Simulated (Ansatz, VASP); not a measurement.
## MgO in VASP and in Ansatz

INCAR

```
SYSTEM = MgO
ALGO     = Normal         ! electronic algorithm
EDIFF    = 1E-6           ! SCF threshold, eV
ENCUT    = 600            ! plane-wave cutoff, eV
GGA      = PE             ! functional
GGA_COMPAT= .FALSE.      
ISIF     = 2              ! what is computed and relaxed
ISMEAR   = -1             ! smearing method
LASPH    = .TRUE.         ! aspherical terms in the spheres
LCHARG   = .FALSE.        ! write CHGCAR
LREAL    = .FALSE.        ! projectors in reciprocal space
LWAVE    = .FALSE.        ! write WAVECAR
NBANDS   = 11             ! bands
NELM     = 120            ! most SCF steps
PREC     = Accurate       ! precision mode
SIGMA    = 0.1            ! smearing width, eV
```

The input KPOINTS:

```
k-points
0
G
  9 9 9
  0 0 0
```

File POSCAR:

```
MgO
1.0
    0.0000000000      2.1525000000      2.1525000000
    2.1525000000      0.0000000000      2.1525000000
    2.1525000000      2.1525000000      0.0000000000
Mg O
1 1
Direct
    0.0000000000      0.0000000000      0.0000000000
    0.5000000000      0.5000000000      0.5000000000
```

Input for Ansatz:

```yaml
crystal:
  lattice:
    - [0.0, 2.1525, 2.1525]
    - [2.1525, 0.0, 2.1525]
    - [2.1525, 2.1525, 0.0]
  atoms:
    - { symbol: Mg, position: [0.0, 0.0, 0.0] }
    - { symbol: O, position: [0.5, 0.5, 0.5] }
hamiltonian:
  xc: pbe
  pseudopotentials: { kind: paw }
basis:
  ecutwfc: 420
kpoints:
  mp_grid: { grid: [9, 9, 9] }
scf:
  occupations: { method: fermi_dirac, width: 0.1 }
  lower_state_search: "off"
  algorithm: direct_min
  max_iter: 150
output:
  forces: true
  stress: true
```

Alike in both runs: task single point; functional PBE; k mesh 9 × 9 × 9; occupations fermi-dirac, width 0.1 eV; no spin polarisation.

```csv
,VASP,Ansatz
version,VASP 6.6.1,Ansatz 0.2.0
potentials or method,"VASP PAW PBE potentials, release 64 (Mg, O), cutoff 600 eV","PAW, plane waves, scalar-relativistic"
valence electrons in the cell,8,16
```

Ansatz gave:

- gap on the k mesh at the Fermi level (eV): 4.13
- pressure (GPa): -5.0

Question: Estimate VASP's values.

Answer: gap on the k mesh at the Fermi level (eV): 4.12; pressure (GPa): -6.0.

VASP's potentials hold 8 valence electrons a cell and Ansatz's 16, so a difference there can come from the potentials and not from the codes.
